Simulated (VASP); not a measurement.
Here is a VASP 6.6.1 calculation.

Contents of POSCAR:

```
Nb
1.0
   -1.7471475000      1.7471475000      1.5807525000
    1.7471475000     -1.7471475000      1.5807525000
    1.7471475000      1.7471475000     -1.5807525000
Nb
1
Direct
    0.0000000000      0.0000000000      0.0000000000
```

File INCAR.step1:

```
SYSTEM = Nb
PREC = Accurate ; ENCUT = 520
ISMEAR = 0 ; SIGMA = 0.15
LREAL = .False. ; LASPH = .True.
NELM = 100 ; NBANDS = 12
GGA = PE ; ALGO = Normal
EDIFF = 1E-4 ; LWAVE = .True.
LCHARG = .False.
```

INCAR.step2

```
SYSTEM = Nb
PREC = Accurate ; ENCUT = 520
EDIFF = 1E-6 ; ISMEAR = 0
SIGMA = 0.15 ; LREAL = .False.
LASPH = .True. ; NELM = 100
ALGO = Normal ; ISIF = 2
LWAVE = .False. ; LCHARG = .True.
METAGGA = R2SCAN ; LMIXTAU = .True.
LELF = .True. ; LVHAR = .True.
NBANDS = 12 ; ISTART = 1
```

The input KPOINTS:

```
Automatic mesh
0
Gamma
  20 20 20
  0 0 0
```

Potentials or basis: VASP PAW PBE potentials, release 64 (Nb_sv).

Command:

```sh
$ cat potpaw_PBE.64/Nb_sv/POTCAR > POTCAR
$ cp INCAR.step1 INCAR
$ mpirun -np 1 vasp_std > vasp.out
$ cp INCAR.step2 INCAR
$ mpirun -np 1 vasp_std > vasp.out
```

(1) Estimate the pressure.

(2) What does it give for the band gap on the k mesh?

Answers

(1) -10.1 GPa.

(2) zero (an odd number of electrons rules out a gap without spin polarisation).

Caveat: the cell differs from its parent crystal (strain +0.050 along x and y, -0.050 along z); the stress differs along the axes, from -12 to -5 GPa; the PAW data sets were made with another functional, which shifts forces and pressure a little.
